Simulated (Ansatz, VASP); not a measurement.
Two plane-wave programs on KBr

Contents of INCAR:

```
SYSTEM = KBr
PREC = Accurate
ENCUT = 520
EDIFF = 1E-7
ISMEAR = 0
SIGMA = 0.1
LREAL = .False.
LASPH = .True.
NELM = 80
ALGO = Normal
ISIF = 2
LWAVE = .False.
LCHARG = .False.
GGA = PE
NBANDS = 15
```

Contents of KPOINTS:

```
Automatic mesh
0
Gamma
  6 6 4
  0 0 0
```

POSCAR

```
KBr
1.0
    3.7376904000      0.0000000000      0.0000000000
    0.0000000000      3.7376904000      0.0000000000
    0.0000000000      0.0000000000      5.1206231500
K Br
1 1
Direct
    0.0000000000      0.0000000000      0.0000000000
    0.5000000000      0.5000000000      0.5000000000
```

Input for Ansatz:

```yaml
crystal:
  lattice:
    - [3.7376904, 0.0, 0.0]
    - [0.0, 3.7376904, 0.0]
    - [0.0, 0.0, 5.12062315]
  atoms:
    - { symbol: K, position: [0.0, 0.0, 0.0] }
    - { symbol: Br, position: [0.5, 0.5, 0.5] }
basis:
  ecutwfc: 420
kpoints:
  mp_grid: { grid: [6, 6, 4] }
hamiltonian:
  xc: pbe
scf:
  occupations: { method: gaussian, width: 0.1 }
  lower_state_search: "off"
output:
  forces: true
  stress: true
  eigenvalues: true
```

Change from the starting cell: species swapped into the FePt type (P4/mmm, No. 123).

Alike in both runs: task single point; functional PBE; k mesh 6 × 6 × 4; occupations gaussian, width 0.1 eV; no spin polarisation.

|  | VASP | Ansatz |
| --- | --- | --- |
| version | VASP 6.6.1 | Ansatz 0.2.0 |
| potentials or method | VASP PAW PBE potentials, release 64 (K_sv, Br), cutoff 520 eV | scalar-relativistic, plane waves, PAW |
| valence electrons in the cell | 16 | 16 |

|  | VASP | Ansatz | Ansatz less VASP |
| --- | --- | --- | --- |
| gap on the k mesh at the Fermi level (eV) | 1.91 | 1.92 | 0.000 |
| least direct gap on the mesh (eV) | 2.17 | 2.17 | 0.000 |
| pressure (GPa) | -0.8 | -0.8 | -0.01 |
| traceless stress, the component that is largest in VASP (GPa) | -7.41 | -7.41 | -0.005 |

The functional is the same, so the differences come from potentials, cutoffs and numerics.
